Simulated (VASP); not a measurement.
HfN, 2 atoms in the cell. It takes space group I4/mmm (No. 139, tetragonal). Conventional cell: a = 3.227 Å, b = 3.227 Å, c = 4.518 Å, α = 90.00°, β = 90.00°, γ = 90.00°. Within 3.0 Å of Hf (site symmetry 4/mmm) lie 6 N at 2.26 to 2.28 Å. Within 3.0 Å of N (site symmetry 4/mmm) lie 6 Hf at 2.26 to 2.28 Å.  This cell differs from its parent crystal: equal xx and yy strain of +1 %.

| Item | Value |
| --- | --- |
| Program | VASP 6.6.1 |
| Task | electric field gradients |
| Functional | PBEsol |
| Potentials or basis | VASP PAW PBE potentials, release 64 (Hf_pv, N) |
| Cutoff | 520 eV |
| k mesh | 10 × 10 × 10 |
| Occupations | fermi-dirac, width 0.01 eV |
| Spin | no spin polarisation |
| Dipole correction | no |
| Further INCAR settings | ALGO = Normal; EDIFF = 1e-08; NBANDS = 14 |

Potentials or basis: VASP PAW PBE potentials, release 64 (Hf_pv, N).

Command:

```sh
$ cat potpaw_PBE.64/Hf_pv/POTCAR potpaw_PBE.64/N/POTCAR > POTCAR
$ mpirun -np 1 vasp_std > vasp.out
```

Hardware: 1 thread of Intel(R) Xeon(R) Platinum 8259CL CPU @ 2.50GHz (Skylake/Cascade Lake), with other jobs on the host.

Problem. Estimate the wall time of this run.

Solution. It took 19 s on 1 thread of Intel(R) Xeon(R) Platinum 8259CL CPU @ 2.50GHz (Skylake/Cascade Lake), with other jobs on the host, peak memory 0.16 GiB. Counts: scf iterations 14, k points 102.
